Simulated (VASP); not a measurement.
# Be in VASP: further runs, part 2 of 2

VASP 6.6.1. The steps go on from the part before.

## (5) Single point, PBE

This run uses another cell than the first one: it holds 4 atoms, not 1.

File INCAR:

```
SYSTEM = Be
PREC = Accurate
ENCUT = 520
EDIFF = 1E-6
ISMEAR = 0
SIGMA = 0.2
LREAL = .False.
LASPH = .True.
NELM = 100
ALGO = Normal
ISIF = 2
LWAVE = .False.
LCHARG = .False.
GGA = PE
NBANDS = 12
```

File KPOINTS:

```
Automatic mesh
0
Gamma
  10 6 6
  0 0 0
```

File POSCAR:

```
Be
1.0
   -1.1195535590      1.1198702867     -1.5835851263
    3.3413645944      1.1080623891     -1.5794022810
   -1.1078151991     -3.3421455158     -1.5796836777
Be
4
Direct
    0.0000143636      0.2499891480      0.7500258195
    0.4999799447      0.7499774655      0.7499871113
    0.9999772841      0.7500312045      0.2499674945
    0.5000284078      0.2500021820      0.2500195747
```

Potentials or basis: VASP PAW PBE potentials, release 64 (Be).

Started as:

```bash
cat potpaw_PBE.64/Be/POTCAR > POTCAR
mpirun -np 1 vasp_std > vasp.out
```

OUTCAR:

```text
SYSTEM = Be
   PREC = Accurate
   ENCUT = 520
   EDIFF = 1E-6
   ISMEAR = 0
   LREAL = .False.
   LASPH = .True.
   NELM = 100
   ISIF = 2
   GGA = PE

 ion  position               nearest neighbor table
   1  0.000  0.250  0.750-   2 2.23   2 2.23   2 2.23   2 2.23   4 2.23   4 2.23   4 2.23   4 2.23
                             3 2.23   3 2.23
   2  0.500  0.750  0.750-   1 2.23   1 2.23   3 2.23   1 2.23   1 2.23   3 2.23   3 2.23   3 2.23
                             4 2.23   4 2.23
   3  1.000  0.750  0.250-   4 2.23   4 2.23   2 2.23   4 2.23   4 2.23   2 2.23   2 2.23   2 2.23
                             1 2.23   1 2.23
   4  0.500  0.250  0.250-   3 2.23   3 2.23   3 2.23   1 2.23   1 2.23   3 2.23   1 2.23   1 2.23
                             2 2.23   2 2.23

  LATTYP: Found a triclinic cell.
 ALAT       =     3.8583715705
 B/A-ratio  =     1.1579049086
 C/A-ratio  =     0.5804199194
 COS(alpha) =     0.0000219937
 COS(beta)  =     0.0001351139
 COS(gamma) =     0.5787911657

  Lattice vectors:

 A1 = (   3.3413645944,   1.1080623891,  -1.5794022810)
 A2 = (   2.2335493953,  -2.2340831267,  -3.1590859587)
 A3 = (  -1.1195535590,   1.1198702867,  -1.5835851263)

Analysis of symmetry for initial positions (statically):
=====================================================================
 Subroutine PRICEL returns:
 Original cell was already a primitive cell.

 Routine SETGRP: Setting up the symmetry group for a
 triclinic supercell.

 Subroutine GETGRP returns: Found  1 space group operations
 (whereof  1 operations were pure point group operations)
 out of a pool of  2 trial point group operations.

The static configuration has the point symmetry C_1 .

Analysis of symmetry for dynamics (positions and initial velocities):
=====================================================================
 Subroutine PRICEL returns:
 Original cell was already a primitive cell.

 Routine SETGRP: Setting up the symmetry group for a
 triclinic supercell.

 Subroutine GETGRP returns: Found  1 space group operations
 (whereof  1 operations were pure point group operations)
 out of a pool of  2 trial point group operations.
[... 159 lines left out ...]
 maximum number of plane-waves:       866
 NGX is ok and might be reduce to    18

 number of electron       8.0000000 magnetization

 Free energy of the ion-electron system (eV)
  ---------------------------------------------------
  ext. energy  EPLUGINS =         0.00000000
  ---------------------------------------------------
  free energy    TOTEN  =       -14.74713055 eV

  energy without entropy =      -14.74150041  energy(sigma->0) =      -14.74431548

 E-fermi :   7.5179     XC(G=0): -10.6252

 val. band max:        7.3913616152   @ k =  -0.3000  -0.1667  -0.3333
 cond. band min:       7.5506670376   @ k =   0.5000   0.5000   0.5000
 fundamental gap:      0.1593054223
 Fermi energy:         7.5178713495

 k-point     1 :       0.0000    0.0000    0.0000
  band No.  band energies     occupation
      1      -4.3177      2.00000
      2       2.2771      2.00000
      3       2.2796      2.00000
      4       4.9693      2.00000
      5       7.5920      0.60010
      6       7.5967      0.57736
      7      11.5013      0.00000
      8      16.9456      0.00000
      9      17.0701      0.00000
     10      22.6499      0.00000
     11      23.9612      0.00000
     12      23.9728      0.00000
[... 331 lines left out ...]
 k-point    24 :       0.2000    0.0000   -0.1667
  band No.  band energies     occupation
      1      -3.2053      2.00000
      2       2.1605      2.00000
      3       3.5183      2.00000
      4       5.6516      2.00000
      5       8.1257      0.00002
      6       9.6538      0.00000
      7      10.0927      0.00000
      8      13.7020      0.00000
      9      17.9904      0.00000
     10      18.7333      0.00000
     11      19.7697      0.00000
     12      21.4689      0.00000

 [... further k-points ...]

------------------------ aborting loop because EDIFF is reached ----------------------------------------

  FORCE on cell =-STRESS in cart. coord.  units (eV):
  Direction    XX          YY          ZZ          XY          YZ          ZX
  --------------------------------------------------------------------------------------
  -------------------------------------------------------------------------------------
  Total        0.0368223      0.0208362      0.0252601      0.0028350      0.0027811     -0.0043002
  in kB        1.8740567      1.0604488      1.2856064      0.1442881      0.1415443     -0.2188590
  external PRESSURE =       1.4067040 kB  Pullay stress =       0.0000000 kB

 VOLUME and BASIS-vectors are now :
 -----------------------------------------------------------------------------
  energy-cutoff  :      520.00
  volume of cell :       31.48
      direct lattice vectors                 reciprocal lattice vectors
    -1.119553559  1.119870287 -1.583585126    -0.223282097  0.223250479 -0.315746939
     3.341364594  1.108062389 -1.579402281     0.224318696  0.000451737 -0.158268036
    -1.107815199 -3.342145516 -1.579683678    -0.000445186 -0.224253512 -0.158271527

 POSITION                                       TOTAL-FORCE (eV/Angst)
 -----------------------------------------------------------------------------------
      0.00440     -2.22968     -1.57966         0.000401      0.000559      0.000356
      1.11535     -1.11563     -3.16102         0.000383      0.000285     -0.000432
      1.10968      1.11550     -3.16302        -0.001416     -0.001021     -0.000261
     -0.00144      0.00138     -1.58164         0.000632      0.000178      0.000338
 -----------------------------------------------------------------------------------
    total drift:                                0.000000     -0.000000     -0.000000

  FREE ENERGIE OF THE ION-ELECTRON SYSTEM (eV)
  ---------------------------------------------------
  free  energy   TOTEN  =       -14.7471305545 eV

  energy  without entropy=      -14.7415004121  energy(sigma->0) =      -14.74431548
```

stdout:

```text
POSCAR found type information on POSCAR Be
 POSCAR found :  1 types and       4 ions
 scaLAPACK will be used
 -----------------------------------------------------------------------------
|                                                                             |
|           W    W    AA    RRRRR   N    N  II  N    N   GGGG   !!!           |
[... 37 lines left out ...]
|     Results are often still useful ...                                      |
|                                                                             |
 -----------------------------------------------------------------------------

 POSCAR, INCAR and KPOINTS ok, starting setup
 FFT: planning ... GRIDC
 FFT: planning ... GRID_SOFT
 FFT: planning ... GRID
 WAVECAR not read
 entering main loop
```

Run time: 24 s. Hardware: 1 thread of Intel Xeon 6975P-C (Granite Rapids), shared host; peak memory 0.17 GiB.

What came out:

| Item | Value |
| --- | --- |
| Free energy | -14.7471 eV |
| Pressure | 0.1 GPa |
| Band gap on the k mesh | zero (band 4 reaches 8.50 eV, above the bottom of band 5 at 7.55 eV) |

## (6) The runs side by side

```csv
cell,k mesh,smearing,gap on the mesh (eV),pressure (GPa)
"a = 2.163 Å, angles 120.0, 120.0, 90.0°, 1 atom",34 × 34 × 34,gaussian 0.1 eV,none,13.6
"a = 2.222, b = 2.222, c = 3.192 Å, angles 90.0, 90.0, 89.0°, 2 atoms",8 × 8 × 6,gaussian 0.1 eV,none,0.1
"a = 2.232, b = 3.867, c = 3.867 Å, angles 109.5, 90.0, 90.0°, 4 atoms",10 × 6 × 6,gaussian 0.2 eV,none,0.2
"a = 2.239, b = 3.858, c = 3.859 Å, angles 109.3, 90.0, 90.0°, 4 atoms",10 × 6 × 6,gaussian 0.2 eV,none,0.1
```

Alike in all rows: task single point; level PBE; potentials or basis VASP PAW PBE potentials, release 64 (Be); no spin polarisation; cutoff (eV) 520.

Absolute energies hang on the potentials; compare differences alone.
